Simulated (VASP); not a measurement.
A run of VASP 6.6.1 is set up as follows.

File INCAR:

```
PREC = Accurate
ENCUT = 500
EDIFF = 1E-6
ISMEAR = 0
SIGMA = 0.1
LREAL = F
LASPH = T
NELM = 120
ALGO = Normal
ISIF = 2
LWAVE = F
LCHARG = F
GGA = PE
NBANDS = 16
GGA_COMPAT = F
```

KPOINTS

```
Automatic mesh
0
Gamma
  6 6 6
```

POSCAR

```
RbIr
1.0
    3.8239699690      0.0000000000      0.0000000000
    0.0000000000      3.8239699690      0.0000000000
    0.0000000000      0.0000000000      3.8239699690
Rb Ir
1 1
Direct
    0.0000000000      0.0000000000      0.0000000000
    0.5000000000      0.5000000000      0.5000000000
```

Potentials or basis: VASP PAW PBE potentials, release 64 (Rb_sv, Ir).

The run is started by

```console
$ cat potpaw_PBE.64/Rb_sv/POTCAR potpaw_PBE.64/Ir/POTCAR > POTCAR
$ mpirun -np 1 vasp_std > vasp.out
```

(1) Estimate the pressure.

(2) Estimate the band gap on the k mesh.

Results:

(1) -0.3 GPa.

(2) zero (bands 9 and 10 overlap by 0.59 eV).

Caveat: spin-orbit coupling is left out, which moves the levels of the heavy elements.
